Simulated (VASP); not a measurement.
# LiH (Fm-3m) in VASP: further runs

Runs on LiH. Level: PBE. Tasks: single point.

All numbers are computed with VASP 6.6.1; they aren't measurements. Logs are shortened: lines on timing, memory, paths and dates and some standing lists are left out, and cuts for length are marked.

### Step 1. The cell of the first run

The structure is cubic, space group Fm-3m (No. 225). The conventional cell has a = 4.017 Å, b = 4.017 Å, c = 4.017 Å, α = 90.00°, β = 90.00°, γ = 90.00°. Li (site symmetry m-3m) has 6 H at 2.01 Å within 2.7 Å. Within 2.7 Å of H (site symmetry m-3m) lie 6 Li at 2.01 Å.

### Step 2. Single point, PBE

The input, INCAR:

```
SYSTEM = LiH
PREC = Accurate
ENCUT = 520
EDIFF = 1E-6
ISMEAR = 0
SIGMA = 0.1
LREAL = .FALSE.
LASPH = .TRUE.
NELM = 60
ALGO = Normal
ISIF = 2
LWAVE = .FALSE.
LCHARG = .FALSE.
GGA = PE
NBANDS = 9
```

The input, KPOINTS:

```
regular mesh
0
G
  10 10 10
  0 0 0
```

The input, POSCAR:

```
LiH
1.0
    0.0000000000      2.0086193919      2.0086193919
    2.0086193919      0.0000000000      2.0086193919
    2.0086193919      2.0086193919      0.0000000000
Li H
1 1
Direct
    0.0000000000      0.0000000000      0.0000000000
    0.5000000000      0.5000000000      0.5000000000
```

Potentials or basis: VASP PAW PBE potentials, release 64 (Li_sv, H).

Launch:

```bash
> cat potpaw_PBE.64/Li_sv/POTCAR potpaw_PBE.64/H/POTCAR > POTCAR
> mpirun -np 1 vasp_std > vasp.out
```

OUTCAR:

```text
SYSTEM = LiH
   PREC = Accurate
   ENCUT = 520
   EDIFF = 1E-6
   ISMEAR = 0
   LREAL = .FALSE.
   LASPH = .TRUE.
   NELM = 60
   ISIF = 2
   GGA = PE

 ion  position               nearest neighbor table
   1  0.000  0.000  0.000-
   2  0.500  0.500  0.500-

  LATTYP: Found a face centered cubic cell.
 ALAT       =     4.0172387838

  Lattice vectors:

 A1 = (   0.0000000000,   2.0086193919,   2.0086193919)
 A2 = (   2.0086193919,   0.0000000000,   2.0086193919)
 A3 = (   2.0086193919,   2.0086193919,   0.0000000000)

Analysis of symmetry for initial positions (statically):
=====================================================================
 Subroutine PRICEL returns:
 Original cell was already a primitive cell.

 Routine SETGRP: Setting up the symmetry group for a
 face centered cubic supercell.

 Subroutine GETGRP returns: Found 48 space group operations
 (whereof 48 operations were pure point group operations)
 out of a pool of 48 trial point group operations.

The static configuration has the point symmetry O_h .

Analysis of symmetry for dynamics (positions and initial velocities):
=====================================================================
 Subroutine PRICEL returns:
 Original cell was already a primitive cell.

 Routine SETGRP: Setting up the symmetry group for a
 face centered cubic supercell.

 Subroutine GETGRP returns: Found 48 space group operations
 (whereof 48 operations were pure point group operations)
 out of a pool of 48 trial point group operations.

The dynamic configuration has the point symmetry O_h .

 Subroutine INISYM returns: Found 48 space group operations
 (whereof 48 operations are pure point group operations),
 and found     1 'primitive' translations

----------------------------------------------------------------------------------------

                                     Primitive cell

  volume of cell :      16.2078

  direct lattice vectors                    reciprocal lattice vectors
     0.000000000  2.008619392  2.008619392    -0.248927199  0.248927199  0.248927199
     2.008619392  0.000000000  2.008619392     0.248927199 -0.248927199  0.248927199
     2.008619392  2.008619392  0.000000000     0.248927199  0.248927199 -0.248927199

  length of vectors
     2.840616786  2.840616786  2.840616786     0.431154557  0.431154557  0.431154557

  position of ions in fractional coordinates (direct lattice)
     0.000000000  0.000000000  0.000000000
     0.500000000  0.500000000  0.500000000

  ion indices of the primitive-cell ions
   primitive index   ion index
                 1           1
                 2           2

----------------------------------------------------------------------------------------

 KPOINTS: regular mesh

Automatic generation of k-mesh.
 Grid dimensions read from file:
 generate k-points for:   10   10   10

 Generating k-lattice:

  Cartesian coordinates                     Fractional coordinates (reciprocal lattice)
    -0.024892720  0.024892720  0.024892720     0.100000000  0.000000000  0.000000000
     0.024892720 -0.024892720  0.024892720     0.000000000  0.100000000  0.000000000
     0.024892720  0.024892720 -0.024892720     0.000000000  0.000000000  0.100000000

  Length of vectors
     0.043115456  0.043115456  0.043115456

  Shift w.r.t. Gamma in fractional coordinates (k-lattice)
     0.000000000  0.000000000  0.000000000

 Subroutine IBZKPT returns following result:
 ===========================================

 Found     47 irreducible k-points:

 Following reciprocal coordinates:
            Coordinates               Weight
  0.000000  0.000000  0.000000      1.000000
  0.100000  0.000000  0.000000      8.000000
  0.200000  0.000000  0.000000      8.000000
  0.300000  0.000000  0.000000      8.000000
  0.400000  0.000000  0.000000      8.000000
  0.500000  0.000000  0.000000      4.000000
[... 16 lines left out ...]
  0.300000  0.300000  0.000000      6.000000
  0.400000  0.300000  0.000000     24.000000
 [... further k-points ...]
   k-points           NKPTS =     47   k-points in BZ     NKDIM =     47   number of bands    NBANDS=      9
   number of dos      NEDOS =    301   number of ions     NIONS =      2
   total plane-waves  NPLWV =  13824
   dimension x,y,z NGX =    24 NGY =   24 NGZ =   24
   dimension x,y,z NGXF=    48 NGYF=   48 NGZF=   48
   ions per type =               1   1
   NGX,Y,Z   is equivalent  to a cutoff of  14.05, 14.05, 14.05 a.u.
   NGXF,Y,Z  is equivalent  to a cutoff of  28.09, 28.09, 28.09 a.u.
 SYSTEM =  LiH
   PREC   = accura    normal or accurate (medium, high low for compatibility)
   ISTART =      0    job   : 0-new  1-cont  2-samecut
   ICHARG =      2    charge: 1-file 2-atom 10-const
   ISPIN  =      1    spin polarized calculation?
   LNONCOLLINEAR =      F non collinear calculations
   LSORBIT =      F    spin-orbit coupling
   LASPH  =      T    aspherical Exc in radial PAW
   ENCUT  =  520.0 eV  38.22 Ry    6.18 a.u.   5.28  5.28  5.28*2*pi/ulx,y,z
   NELM   =     60;   NELMIN=  2; NELMDL= -5     # of ELM steps
   EDIFF  = 0.1E-05   stopping-criterion for ELM
   LREAL  =      F    real-space projection
   EDIFFG = 0.1E-04   stopping-criterion for IOM
   NSW    =      0    number of steps for IOM
   IBRION =     -1    ionic relax: 0-MD 1-quasi-New 2-CG
   NFREE  =      0    steps in history (QN), initial steepest desc. (CG)
   ISIF   =      2    stress and relaxation
   ISYM   =      2    0-nonsym 1-usesym 2-fastsym
   POTIM  = 0.5000    time-step for ionic-motion
   TEBEG  =    0.0;   TEEND  =   0.0 temperature during run
   PSTRESS=    0.0 pullay stress
   NELECT =       4.0000    total number of electrons
   NUPDOWN=      -1.0000    fix difference up-down
   EMIN   =  10.00;   EMAX   =-10.00  energy-range for DOS
   EFERMI =   0.00;   METHOD = LEGACY
   ISMEAR =     0;   SIGMA  =   0.10  broadening in eV -4-tet -1-fermi 0-gaus
   EFERMI_NEDOS =   21; number of points for ismear=-14 and -15
   IALGO  =     38    algorithm
   IMIX   =      4    mixing-type and parameters
     AMIX     =   0.40;   BMIX     =  1.00
     AMIX_MAG =   1.60;   BMIX_MAG =  1.00
  volume/ion in A,a.u.               =       8.10        54.69
  Fermi-wavevector in a.u.,A,eV,Ry     =   1.026882  1.940525 14.347160  1.054486
  Thomas-Fermi vector in A             =   2.160798
   LORBIT       =      0    0 simple, 1 ext, 2 COOP (PROOUT), +10 PAW based schemes
   GGA     = PE    functional components
   LHFCALC =     F    Hartree Fock is set to
   AEXX    =    0.0000 exact exchange contribution
   IVDW    =     0    specifies the selected vdW correction
   LEPSILON=     F    determine dielectric tensor
   LRPA    =     F    only Hartree local field effects (RPA)
 non-spin polarized calculation
 Gauss-broadening in eV      SIGMA  =   0.10
  energy-cutoff  :      520.00
  volume of cell :       16.21
 maximum number of plane-waves:       448
 NGX is ok and might be reduce to    24
   NGX = 11   NGY = 11   NGZ = 11

 number of electron       3.9999995 magnetization

 Free energy of the ion-electron system (eV)
  ---------------------------------------------------
  ext. energy  EPLUGINS =         0.00000000
  ---------------------------------------------------
  free energy    TOTEN  =        -6.12698294 eV

  energy without entropy =       -6.12698294  energy(sigma->0) =       -6.12698294

 E-fermi :   0.4768     XC(G=0):  -8.4907

 val. band max:        0.0609757645   @ k =   0.5000   0.5000   0.0000
 cond. band min:       3.0448860000   @ k =   0.5000   0.5000   0.0000
 fundamental gap:      2.9839102355
 Fermi energy:         0.4767953917

 k-point     1 :       0.0000    0.0000    0.0000
  band No.  band energies     occupation
      1     -44.2359      2.00000
      2      -5.3474      2.00000
      3      16.0737      0.00000
      4      17.8857      0.00000
      5      17.8857      0.00000
      6      17.8857      0.00000
      7      22.5891      0.00000
      8      22.5891      0.00000
      9      22.5891      0.00000

 k-point     2 :       0.1000    0.0000    0.0000
  band No.  band energies     occupation
      1     -44.2317      2.00000
      2      -5.1710      2.00000
      3      14.6147      0.00000
      4      16.8867      0.00000
      5      17.4995      0.00000
      6      17.4995      0.00000
      7      22.0208      0.00000
      8      23.4244      0.00000
      9      23.4244      0.00000

 k-point     3 :       0.2000    0.0000    0.0000
  band No.  band energies     occupation
      1     -44.2205      2.00000
      2      -4.6556      2.00000
      3      11.3837      0.00000
      4      15.6187      0.00000
      5      16.8761      0.00000
      6      16.8761      0.00000
      7      22.8573      0.00000
      8      23.2140      0.00000
      9      23.2140      0.00000

 k-point     4 :       0.3000    0.0000    0.0000
  band No.  band energies     occupation
      1     -44.2064      2.00000
      2      -3.8609      2.00000
      3       8.2527      0.00000
      4      14.5795      0.00000
      5      16.4983      0.00000
      6      16.4983      0.00000
      7      21.1544      0.00000
      8      21.1544      0.00000
      9      24.4004      0.00000

 k-point     5 :       0.4000    0.0000    0.0000
  band No.  band energies     occupation
      1     -44.1951      2.00000
      2      -2.9872      2.00000
      3       5.9052      0.00000
      4      13.9010      0.00000
      5      16.4416      0.00000
      6      16.4416      0.00000
      7      19.6591      0.00000
      8      19.6591      0.00000
      9      26.2116      0.00000

 k-point     6 :       0.5000    0.0000    0.0000
  band No.  band energies     occupation
      1     -44.1908      2.00000
      2      -2.5487      2.00000
      3       4.9671      0.00000
      4      13.6666      0.00000
      5      16.5032      0.00000
      6      16.5032      0.00000
      7      19.0734      0.00000
      8      19.0734      0.00000
      9      27.2565      0.00000
[... 169 lines left out ...]
 k-point    21 :      -0.3000    0.2000    0.0000
  band No.  band energies     occupation
      1     -44.1911      2.00000
      2      -2.5904      2.00000
      3       6.8560      0.00000
      4       9.2708      0.00000
      5      15.3491      0.00000
      6      15.7810      0.00000
      7      22.5611      0.00000
      8      25.5433      0.00000
      9      26.4163      0.00000

 k-point    22 :      -0.2000    0.2000    0.0000
  band No.  band energies     occupation
      1     -44.2017      2.00000
      2      -3.5252      2.00000
      3       9.5652      0.00000
      4       9.6889      0.00000
      5      16.0239      0.00000
      6      17.0272      0.00000
      7      21.7865      0.00000
      8      23.8947      0.00000
      9      25.5670      0.00000

 k-point    23 :       0.3000    0.3000    0.0000
  band No.  band energies     occupation
      1     -44.1972      2.00000
      2      -3.1285      2.00000
      3       8.6066      0.00000
      4      12.2642      0.00000
      5      12.2642      0.00000
      6      15.4841      0.00000
      7      17.4293      0.00000
      8      28.4746      0.00000
      9      30.9566      0.00000

 k-point    24 :       0.4000    0.3000    0.0000
  band No.  band energies     occupation
      1     -44.1884      2.00000
      2      -2.2404      2.00000
      3       6.7307      0.00000
      4      10.5055      0.00000
      5      11.8254      0.00000
      6      16.2358      0.00000
      7      17.5437      0.00000
      8      29.5116      0.00000
      9      29.9822      0.00000

 [... further k-points ...]

------------------------ aborting loop because EDIFF is reached ----------------------------------------

  FORCE on cell =-STRESS in cart. coord.  units (eV):
  Direction    XX          YY          ZZ          XY          YZ          ZX
  --------------------------------------------------------------------------------------
  -------------------------------------------------------------------------------------
  Total       -0.0523959     -0.0523959     -0.0523959      0.0000000      0.0000000     -0.0000000
  in kB       -5.1794691     -5.1794691     -5.1794691      0.0000000      0.0000000     -0.0000000
  external PRESSURE =      -5.1794691 kB  Pullay stress =       0.0000000 kB

 VOLUME and BASIS-vectors are now :
 -----------------------------------------------------------------------------
  energy-cutoff  :      520.00
  volume of cell :       16.21
      direct lattice vectors                 reciprocal lattice vectors
     0.000000000  2.008619392  2.008619392    -0.248927199  0.248927199  0.248927199
     2.008619392  0.000000000  2.008619392     0.248927199 -0.248927199  0.248927199
     2.008619392  2.008619392  0.000000000     0.248927199  0.248927199 -0.248927199

 POSITION                                       TOTAL-FORCE (eV/Angst)
 -----------------------------------------------------------------------------------
      0.00000      0.00000      0.00000         0.000000      0.000000     -0.000000
      2.00862      2.00862      2.00862         0.000000     -0.000000      0.000000
 -----------------------------------------------------------------------------------
    total drift:                                0.000000     -0.000000     -0.000000

  FREE ENERGIE OF THE ION-ELECTRON SYSTEM (eV)
  ---------------------------------------------------
  free  energy   TOTEN  =        -6.1269829399 eV

  energy  without entropy=       -6.1269829399  energy(sigma->0) =       -6.12698294
```

It took 4.6 s on 1 thread of AMD EPYC 9R45 (Zen 5), shared host; peak memory 0.1 GiB.

Results:

| Item | Value |
| --- | --- |
| Free energy | -6.1270 eV |
| Band gap on the k mesh | 2.98 eV, direct |

Levels at points of the mesh, in eV from the valence-band top:
| k point | band 1 | band 2 | band 3 | band 4 | band 5 |
| --- | --- | --- | --- | --- | --- |
| (0.00, 0.00, 0.00) | -44.30 | -5.41 | 16.01 | 17.82 | 17.82 |
| (0.50, 0.00, 0.00) | -44.25 | -2.61 | 4.91 | 13.61 | 16.44 |
| (0.50, 0.50, 0.00) | -44.24 | 0.00 | 2.98 | 10.78 | 10.78 |

Caveat: the cutoff is under 1.25 times the usual one of these potentials, so pressure, stress and relaxed cells hold a basis-set (Pulay) error. A hybrid or GW would open this gap; PBE tends to underestimate it.

### Step 3. Single point, PBE, collinear spin, ferromagnetic start

The input, INCAR:

```
SYSTEM = LiH
ALGO = Normal ; EDIFF = 1E-6
ENCUT = 520 ; GGA = PE
ISIF = 2 ; ISMEAR = 0
ISPIN = 2 ; LASPH = .True.
LCHARG = .False. ; LORBIT = 11
LREAL = .False. ; LWAVE = .False.
MAGMOM = 1.75 0.97 ; NBANDS = 13
NELM = 150 ; NUPDOWN = 4.0
PREC = Accurate ; SIGMA = 0.1
```

The input, KPOINTS:

```
k-points
0
Gamma
  6 6 6
  0 0 0
```

POSCAR is that of step 2.

Potentials or basis: VASP PAW PBE potentials, release 64 (Li_sv, H).

Launch:

```bash
> cat potpaw_PBE.64/Li_sv/POTCAR potpaw_PBE.64/H/POTCAR > POTCAR
> mpirun -np 1 vasp_std > vasp.out
```

OUTCAR:

```text
SYSTEM = LiH
   EDIFF = 1E-6
   ENCUT = 520
   GGA = PE
   ISIF = 2
   ISMEAR = 0
   ISPIN = 2
   LASPH = .True.
   LORBIT = 11
   LREAL = .False.
   NELM = 150
   NUPDOWN = 4.0
   PREC = Accurate

 ion  position               nearest neighbor table
   1  0.000  0.000  0.000-
   2  0.500  0.500  0.500-

  LATTYP: Found a face centered cubic cell.
 ALAT       =     4.0172387838

  Lattice vectors:

 A1 = (   0.0000000000,   2.0086193919,   2.0086193919)
 A2 = (   2.0086193919,   0.0000000000,   2.0086193919)
 A3 = (   2.0086193919,   2.0086193919,   0.0000000000)

Analysis of symmetry for initial positions (statically):
=====================================================================
 Subroutine PRICEL returns:
 Original cell was already a primitive cell.

 Routine SETGRP: Setting up the symmetry group for a
 face centered cubic supercell.

 Subroutine GETGRP returns: Found 48 space group operations
 (whereof 48 operations were pure point group operations)
[... 687 lines left out ...]
      8      27.7859      0.00000
      9      30.6362      0.00000
     10      38.8775      0.00000
     11      39.5895      0.00000
     12      45.2541      0.00000
     13      51.6231      0.00000

------------------------ aborting loop because EDIFF is reached ----------------------------------------

  FORCE on cell =-STRESS in cart. coord.  units (eV):
  Direction    XX          YY          ZZ          XY          YZ          ZX
  --------------------------------------------------------------------------------------
  -------------------------------------------------------------------------------------
  Total        3.5925765      3.5925765      3.5925765     -0.0000000      0.0000000      0.0000000
  in kB      355.1351525    355.1351525    355.1351525     -0.0000000      0.0000000      0.0000000
  external PRESSURE =     355.1351525 kB  Pullay stress =       0.0000000 kB

 VOLUME and BASIS-vectors are now :
 -----------------------------------------------------------------------------
  energy-cutoff  :      520.00
  volume of cell :       16.21
      direct lattice vectors                 reciprocal lattice vectors
     0.000000000  2.008619392  2.008619392    -0.248927199  0.248927199  0.248927199
     2.008619392  0.000000000  2.008619392     0.248927199 -0.248927199  0.248927199
     2.008619392  2.008619392  0.000000000     0.248927199  0.248927199 -0.248927199

 POSITION                                       TOTAL-FORCE (eV/Angst)
 -----------------------------------------------------------------------------------
      0.00000      0.00000      0.00000         0.000000     -0.000000     -0.000000
      2.00862      2.00862      2.00862        -0.000000      0.000000      0.000000
 -----------------------------------------------------------------------------------
    total drift:                                0.000000     -0.000000     -0.000000

  FREE ENERGIE OF THE ION-ELECTRON SYSTEM (eV)
  ---------------------------------------------------
  free  energy   TOTEN  =        57.0622516046 eV

  energy  without entropy=       57.0650788555  energy(sigma->0) =       57.06366523

 total charge

# of ion       s       p       d       tot
------------------------------------------
    1        1.291   3.242   0.000   4.533
    2        0.356   0.033   0.000   0.388
--------------------------------------------------
tot          1.646   3.275   0.000   4.921

 magnetization (x)

# of ion       s       p       d       tot
------------------------------------------
    1        1.291   3.242   0.000   4.533
    2        0.356   0.033   0.000   0.388
--------------------------------------------------
tot          1.646   3.275   0.000   4.921
```

OSZICAR:

```text
N       E                     dE             d eps       ncg     rms          rms(c)
DAV:   1     0.587801085802E+02    0.58780E+02   -0.12826E+03   832   0.249E+02
DAV:   2     0.500603235187E+02   -0.87198E+01   -0.82996E+01  1138   0.561E+01
[... 20 lines left out ...]
DAV:  23     0.570622594856E+02   -0.13655E-04   -0.29961E-10   715   0.931E-05    0.177E-05
DAV:  24     0.570622548956E+02   -0.45900E-05   -0.70015E-11   769   0.484E-05    0.146E-05
DAV:  25     0.570622581648E+02    0.32692E-05   -0.71016E-11   659   0.462E-05    0.157E-05
DAV:  26     0.570622542856E+02   -0.38792E-05   -0.24819E-11   679   0.289E-05    0.775E-06
DAV:  27     0.570622522073E+02   -0.20783E-05   -0.14915E-11   684   0.156E-05    0.993E-06
DAV:  28     0.570622516046E+02   -0.60271E-06   -0.43083E-12   704   0.127E-05
   1 F= 0.57062252E+02 E0= 0.57063665E+02  d E =-.282725E-02  mag=     4.0000
```

Wall time 11 s (1 thread of AMD EPYC 9R45 (Zen 5), shared host); peak memory 0.11 GiB.

Results:

```yaml
Free_energy: 57.0623 eV
Net_moment: 4.00 μB per cell
Site_moments: Li +4.53; H +0.39 μB
```

Caveat: the k points lie up to 0.45 Å⁻¹ apart; the cutoff is under 1.25 times the usual one of these potentials, so pressure, stress and relaxed cells hold a basis-set (Pulay) error; the moment is held away from its start; the total moment is fixed, so each spin has its own Fermi level.
